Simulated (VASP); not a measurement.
# Ir in VASP: single point with PBE

Aim: the single point of Ir with PBE.

All numbers are computed with VASP 6.6.1; they aren't measurements. Logs are shortened: lines on timing, memory, paths and dates and some standing lists are left out, and cuts for length are marked.

## 1. The cell of the first run

The cell holds a slab with vacuum, 12 atoms: a = 5.474 Å, b = 5.474 Å, c = 22.469 Å, α = 90.00°, β = 90.00°, γ = 120.00°.

## 2. Single point, PBE

INCAR reads:

```
PREC = Accurate ; ENCUT = 520
EDIFF = 1E-6 ; ISMEAR = 0
SIGMA = 0.1 ; LREAL = False
LASPH = True ; NELM = 100
ALGO = Normal ; ISIF = 2
LWAVE = False ; LCHARG = False
LDIPOL = True ; IDIPOL = 3
DIPOL = 0.5 0.5 0.453 ; GGA = PE
NBANDS = 66
```

KPOINTS reads:

```
regular mesh
0
Gamma
  4 4 1
```

POSCAR reads:

```
Ir
1.0
    5.4739356049      0.0000000000      0.0000000000
   -2.7369678025      4.7405672926      0.0000000000
    0.0000000000      0.0000000000     22.4694497056
Ir
12
Direct
    0.3333333333      0.1666666667      0.3560389820
    0.3333333333      0.6666666667      0.3560389820
    0.8333333333      0.1666666667      0.3560389820
    0.8333333333      0.6666666667      0.3560389820
    0.6665971620      0.3331812457      0.4528597459
    0.6668679225      0.8335638368      0.4526602675
    0.1666796366      0.3333493588      0.4529550739
    0.1667182154      0.8335636803      0.4526608265
    0.0000080210      0.5003636153      0.5495524995
   -0.0003413896     -0.0007260839      0.5498336458
    0.5003922084      0.5003659077      0.5495491088
    0.5001777957      0.0003316472      0.5494525824
```

Potentials or basis: VASP PAW PBE potentials, release 64 (Ir).

The run is started by

```sh
cat potpaw_PBE.64/Ir/POTCAR > POTCAR
mpirun -np 1 vasp_std > vasp.out
```

OUTCAR:

```text
PREC = Accurate
   ENCUT = 520
   EDIFF = 1E-6
   ISMEAR = 0
   LREAL = False
   LASPH = True
   NELM = 100
   ISIF = 2
   GGA = PE

 ion  position               nearest neighbor table
   1  0.333  0.167  0.356-   8 2.68   5 2.69   7 2.69   3 2.74   3 2.74   4 2.74   4 2.74   2 2.74
                             2 2.74
   2  0.333  0.667  0.356-   8 2.69   6 2.69   7 2.69   4 2.74   4 2.74   3 2.74   3 2.74   1 2.74
                             1 2.74
   3  0.833  0.167  0.356-   6 2.68   5 2.69   7 2.69   1 2.74   1 2.74   2 2.74   2 2.74   4 2.74
                             4 2.74
   4  0.833  0.667  0.356-   6 2.69   8 2.69   5 2.69   2 2.74   2 2.74   1 2.74   1 2.74   3 2.74
                             3 2.74
   5  0.667  0.333  0.453-  12 2.68  11 2.69   9 2.69   3 2.69   1 2.69   4 2.69   8 2.74   6 2.74
                             7 2.74   7 2.74   6 2.74   8 2.74
   6  0.667  0.834  0.453-   3 2.68   4 2.69   2 2.69  12 2.69  11 2.69  10 2.69   5 2.74   7 2.74
                             8 2.74   8 2.74   7 2.74   5 2.74
   7  0.167  0.333  0.453-   9 2.69  11 2.69   2 2.69   1 2.69   3 2.69  10 2.69   6 2.74   8 2.74
                             5 2.74   5 2.74   8 2.74   6 2.74
   8  0.167  0.834  0.453-   1 2.68   4 2.69   2 2.69  12 2.69   9 2.69  10 2.69   5 2.74   7 2.74
                             6 2.74   6 2.74   7 2.74   5 2.74
   9  0.000  0.500  0.550-   7 2.69   5 2.69   8 2.69  10 2.73  11 2.73  12 2.74  12 2.74  11 2.74
                            10 2.74
  10  1.000  0.999  0.550-   7 2.69   8 2.69   6 2.69   9 2.73  11 2.73  12 2.74  12 2.74  11 2.74
                             9 2.74
  11  0.500  0.500  0.550-   7 2.69   5 2.69   6 2.69  10 2.73   9 2.73  12 2.74  12 2.74   9 2.74
                            10 2.74
  12  0.500  0.000  0.549-   5 2.68   8 2.69   6 2.69  11 2.74   9 2.74  10 2.74  10 2.74   9 2.74
                            11 2.74

  LATTYP: Found a hexagonal cell.
 ALAT       =     5.4739356049
 C/A-ratio  =     4.1048070945

  Lattice vectors:

 A1 = (   5.4739356049,   0.0000000000,   0.0000000000)
 A2 = (  -2.7369678025,   4.7405672926,   0.0000000000)
 A3 = (   0.0000000000,   0.0000000000,  22.4694497056)

Analysis of symmetry for initial positions (statically):
=====================================================================
 Subroutine PRICEL returns:
 Original cell was already a primitive cell.

 Routine SETGRP: Setting up the symmetry group for a
 hexagonal supercell.

 Subroutine GETGRP returns: Found  1 space group operations
 (whereof  1 operations were pure point group operations)
 out of a pool of 24 trial point group operations.

The static configuration has the point symmetry C_1 .

Analysis of symmetry for dynamics (positions and initial velocities):
=====================================================================
 Subroutine PRICEL returns:
 Original cell was already a primitive cell.

 Routine SETGRP: Setting up the symmetry group for a
 hexagonal supercell.

 Subroutine GETGRP returns: Found  1 space group operations
 (whereof  1 operations were pure point group operations)
 out of a pool of 24 trial point group operations.

The dynamic configuration has the point symmetry C_1 .

 Subroutine INISYM returns: Found  1 space group operations
 (whereof  1 operations are pure point group operations),
 and found     1 'primitive' translations

----------------------------------------------------------------------------------------

                                     Primitive cell

  volume of cell :     583.0723

  direct lattice vectors                    reciprocal lattice vectors
     5.473935605  0.000000000  0.000000000     0.182683917  0.105472609  0.000000000
    -2.736967803  4.740567293  0.000000000     0.000000000  0.210945218  0.000000000
     0.000000000  0.000000000 22.469449706     0.000000000  0.000000000  0.044504873

  length of vectors
     5.473935605  5.473935605 22.469449706     0.210945218  0.210945218  0.044504873

  position of ions in fractional coordinates (direct lattice)
     0.333333333  0.166666667  0.356038982
     0.333333333  0.666666667  0.356038982
     0.833333333  0.166666667  0.356038982
     0.833333333  0.666666667  0.356038982
     0.666597162  0.333181246  0.452859746
     0.666867923  0.833563837  0.452660268
     0.166679637  0.333349359  0.452955074
     0.166718215  0.833563680  0.452660827
     0.000008021  0.500363615  0.549552500
     0.999658610  0.999273916  0.549833646
     0.500392208  0.500365908  0.549549109
     0.500177796  0.000331647  0.549452582

  ion indices of the primitive-cell ions
   primitive index   ion index
                 1           1
                 2           2
                 3           3
                 4           4
                 5           5
                 6           6
                 7           7
                 8           8
                 9           9
                10          10
                11          11
                12          12

----------------------------------------------------------------------------------------

 KPOINTS: regular mesh

Automatic generation of k-mesh.
 Grid dimensions read from file:
 generate k-points for:    4    4    1

 Generating k-lattice:

  Cartesian coordinates                     Fractional coordinates (reciprocal lattice)
     0.045670979  0.026368152  0.000000000     0.250000000  0.000000000  0.000000000
     0.000000000  0.052736304  0.000000000     0.000000000  0.250000000  0.000000000
     0.000000000  0.000000000  0.044504873     0.000000000  0.000000000  1.000000000

  Length of vectors
     0.052736304  0.052736304  0.044504873

  Shift w.r.t. Gamma in fractional coordinates (k-lattice)
     0.000000000  0.000000000  0.000000000

 Subroutine IBZKPT returns following result:
 ===========================================

 Found     10 irreducible k-points:

 Following reciprocal coordinates:
            Coordinates               Weight
  0.000000  0.000000  0.000000      1.000000
  0.250000  0.000000  0.000000      2.000000
  0.000000  0.250000  0.000000      2.000000
 -0.250000  0.250000  0.000000      2.000000
  0.500000  0.000000  0.000000      1.000000
  0.000000  0.500000  0.000000      1.000000
  0.500000  0.500000  0.000000      1.000000
  0.250000  0.250000  0.000000      2.000000
 -0.250000  0.500000  0.000000      2.000000
  0.500000  0.250000  0.000000      2.000000
   k-points           NKPTS =     10   k-points in BZ     NKDIM =     10   number of bands    NBANDS=     66
   number of dos      NEDOS =    301   number of ions     NIONS =     12
   total plane-waves  NPLWV = 296352
   dimension x,y,z NGX =    42 NGY =   42 NGZ =  168
   dimension x,y,z NGXF=    84 NGYF=   84 NGZF=  336
   ions per type =              12
   NGX,Y,Z   is equivalent  to a cutoff of  12.76, 12.76, 12.43 a.u.
   NGXF,Y,Z  is equivalent  to a cutoff of  25.51, 25.51, 24.86 a.u.
 SYSTEM =  unknown system
   PREC   = accura    normal or accurate (medium, high low for compatibility)
   ISTART =      0    job   : 0-new  1-cont  2-samecut
   ICHARG =      2    charge: 1-file 2-atom 10-const
   ISPIN  =      1    spin polarized calculation?
   LNONCOLLINEAR =      F non collinear calculations
   LSORBIT =      F    spin-orbit coupling
   LASPH  =      T    aspherical Exc in radial PAW
   ENCUT  =  520.0 eV  38.22 Ry    6.18 a.u.  10.18 10.18 41.78*2*pi/ulx,y,z
   NELM   =    100;   NELMIN=  2; NELMDL= -5     # of ELM steps
   EDIFF  = 0.1E-05   stopping-criterion for ELM
   LREAL  =      F    real-space projection
   EDIFFG = 0.1E-04   stopping-criterion for IOM
   NSW    =      0    number of steps for IOM
   IBRION =     -1    ionic relax: 0-MD 1-quasi-New 2-CG
   NFREE  =      0    steps in history (QN), initial steepest desc. (CG)
   ISIF   =      2    stress and relaxation
   ISYM   =      2    0-nonsym 1-usesym 2-fastsym
   POTIM  = 0.5000    time-step for ionic-motion
   TEBEG  =    0.0;   TEEND  =   0.0 temperature during run
   PSTRESS=    0.0 pullay stress
   NELECT =     108.0000    total number of electrons
   NUPDOWN=      -1.0000    fix difference up-down
   EMIN   =  10.00;   EMAX   =-10.00  energy-range for DOS
   EFERMI =   0.00;   METHOD = LEGACY
   ISMEAR =     0;   SIGMA  =   0.10  broadening in eV -4-tet -1-fermi 0-gaus
   EFERMI_NEDOS =   21; number of points for ismear=-14 and -15
   IALGO  =     38    algorithm
   IMIX   =      4    mixing-type and parameters
     AMIX     =   0.40;   BMIX     =  1.00
     AMIX_MAG =   1.60;   BMIX_MAG =  1.00
  volume/ion in A,a.u.               =      48.59       327.90
  Fermi-wavevector in a.u.,A,eV,Ry     =   0.933201  1.763494 11.848830  0.870864
  Thomas-Fermi vector in A             =   2.059878
   LORBIT       =      0    0 simple, 1 ext, 2 COOP (PROOUT), +10 PAW based schemes
   GGA     = PE    functional components
   LHFCALC =     F    Hartree Fock is set to
   AEXX    =    0.0000 exact exchange contribution
   IVDW    =     0    specifies the selected vdW correction
   LEPSILON=     F    determine dielectric tensor
   LRPA    =     F    only Hartree local field effects (RPA)
 non-spin polarized calculation
 Gauss-broadening in eV      SIGMA  =   0.10
  energy-cutoff  :      520.00
  volume of cell :      583.07
 maximum number of plane-waves:     15725
 NGX is ok and might be reduce to    42
   NGX = 21   NGY = 21   NGZ = 83

 dipolmoment           0.000000      0.000000     -0.000001 electrons x Angstroem

 number of electron     107.9999992 magnetization

 dipolmoment           0.000000      0.000000      0.000008 electrons x Angstroem

 Free energy of the ion-electron system (eV)
  ---------------------------------------------------
  ext. energy  EPLUGINS =         0.00000000
  ---------------------------------------------------
  free energy    TOTEN  =       -98.78146392 eV

  energy without entropy =      -98.66754051  energy(sigma->0) =      -98.72450222

 E-fermi :  -0.7451     XC(G=0):  -4.9798

 val. band max:       -0.7560910478   @ k =   0.0000   0.2500   0.0000
 cond. band min:      -0.7284908496   @ k =   0.2500   0.0000   0.0000
 fundamental gap:      0.0276001982
 Fermi energy:        -0.7450769056

 k-point     1 :       0.0000    0.0000    0.0000
  band No.  band energies     occupation
      1     -10.8472      2.00000
      2      -8.8132      2.00000
      3      -8.4231      2.00000
      4      -8.1017      2.00000
      5      -8.1010      2.00000
      6      -8.1003      2.00000
[... 58 lines left out ...]
     65       0.6899      0.00000
     66       0.6909      0.00000

 k-point     2 :       0.2500    0.0000    0.0000
  band No.  band energies     occupation
      1     -10.2765      2.00000
      2      -8.2471      2.00000
      3      -8.1280      2.00000
      4      -7.8744      2.00000
      5      -7.6541      2.00000
      6      -7.6533      2.00000
[... 58 lines left out ...]
     65       0.2474      0.00000
     66       1.8603      0.00000

 k-point     3 :       0.0000    0.2500    0.0000
  band No.  band energies     occupation
      1     -10.2765      2.00000
      2      -8.2471      2.00000
      3      -8.1279      2.00000
      4      -7.8744      2.00000
      5      -7.6538      2.00000
      6      -7.6537      2.00000
[... 472 lines left out ...]
     65       0.0557      0.00000
     66       0.0596      0.00000

 k-point    10 :       0.5000    0.2500    0.0000
  band No.  band energies     occupation
      1      -9.2774      2.00000
      2      -7.9972      2.00000
      3      -7.9949      2.00000
      4      -7.3751      2.00000
      5      -7.1184      2.00000
      6      -7.1165      2.00000
[... 58 lines left out ...]
     65       0.0544      0.00000
     66       0.0612      0.00000

------------------------ aborting loop because EDIFF is reached ----------------------------------------

 vacuum level on the upper side and lower side of the slab       (xc-potential included)        -0.026        -0.022

  FORCE on cell =-STRESS in cart. coord.  units (eV):
  Direction    XX          YY          ZZ          XY          YZ          ZX
  --------------------------------------------------------------------------------------
  -------------------------------------------------------------------------------------
  Total      -12.3247908    -12.3169706      0.4740303     -0.0007750     -0.0096722     -0.0024218
  in kB      -33.8662962    -33.8448077      1.3025496     -0.0021294     -0.0265776     -0.0066547
  external PRESSURE =     -22.1361848 kB  Pullay stress =       0.0000000 kB

 VOLUME and BASIS-vectors are now :
 -----------------------------------------------------------------------------
  energy-cutoff  :      520.00
  volume of cell :      583.07
      direct lattice vectors                 reciprocal lattice vectors
     5.473935605  0.000000000  0.000000000     0.182683917  0.105472609  0.000000000
    -2.736967803  4.740567293  0.000000000     0.000000000  0.210945218  0.000000000
     0.000000000  0.000000000 22.469449706     0.000000000  0.000000000  0.044504873

 POSITION                                       TOTAL-FORCE (eV/Angst)
 -----------------------------------------------------------------------------------
      1.36848      0.79009      8.00000        -0.007847      0.009284     -0.037397
     -0.00000      3.16038      8.00000         0.000094     -0.010370     -0.031629
      4.10545      0.79009      8.00000         0.008095      0.009331     -0.037479
      2.73697      3.16038      8.00000         0.000205     -0.003579     -0.052313
      2.73700      1.57947     10.17551         0.000186      0.023387     -0.016776
      1.36895      3.95157     10.17103         0.000748     -0.016632      0.042683
      0.00003      1.58027     10.17765         0.000153      0.005280     -0.015781
     -1.36883      3.95156     10.17104        -0.001072     -0.016721      0.042527
     -1.36944      2.37201     12.34814         0.013901     -0.010955      0.042253
      2.73709      4.73713     12.35446        -0.000482      0.034942     -0.040122
      1.36963      2.37202     12.34807        -0.014248     -0.010849      0.043230
      2.73703      0.00157     12.34590         0.000267     -0.013118      0.060804
 -----------------------------------------------------------------------------------
    total drift:                                0.000004      0.000002     -0.000221

  FREE ENERGIE OF THE ION-ELECTRON SYSTEM (eV)
  ---------------------------------------------------
  free  energy   TOTEN  =       -98.7814639211 eV

  energy  without entropy=      -98.6675405145  energy(sigma->0) =      -98.72450222

 vacuum level on the upper side and lower side of the slab         4.462         4.462
```

It took 21 min on 1 thread of Intel Xeon Platinum 8488C (Sapphire Rapids), shared host; peak memory 0.72 GiB.

Results:

```
Free energy            : -98.7815 eV
Largest force          : 0.062 eV/Å
Band gap on the k mesh : zero (bands 54 and 55 overlap by 1.11 eV)
```

Forces on the atoms (eV/Å):
```
Ir  -0.008  0.009 -0.037
Ir   0.000 -0.010 -0.032
Ir   0.008  0.009 -0.037
Ir   0.000 -0.004 -0.052
Ir   0.000  0.023 -0.017
Ir   0.001 -0.017  0.043
Ir   0.000  0.005 -0.016
Ir  -0.001 -0.017  0.043
Ir   0.014 -0.011  0.042
Ir   0.000  0.035 -0.040
Ir  -0.014 -0.011  0.043
Ir   0.000 -0.013  0.061
```

Levels at points of the mesh, in eV from the Fermi level:
```
           k point  band 51  band 52  band 53  band 54  band 55  band 56  band 57  band 58
(0.00, 0.00, 0.00)     0.47     0.47     0.48     0.65     0.65     0.90     0.90     0.90
(0.50, 0.00, 0.00)    -0.99    -0.98    -0.48    -0.48    -0.46    -0.45    -0.35    -0.35
(0.00, 0.50, 0.00)    -0.99    -0.97    -0.48    -0.48    -0.45    -0.45    -0.35    -0.35
(0.50, 0.50, 0.00)    -0.99    -0.98    -0.48    -0.48    -0.46    -0.45    -0.35    -0.35
```

Caveat: spin-orbit coupling is left out, which moves the levels of the heavy elements.

The gap in the log of VASP goes by the Fermi energy; the results here count the filled bands.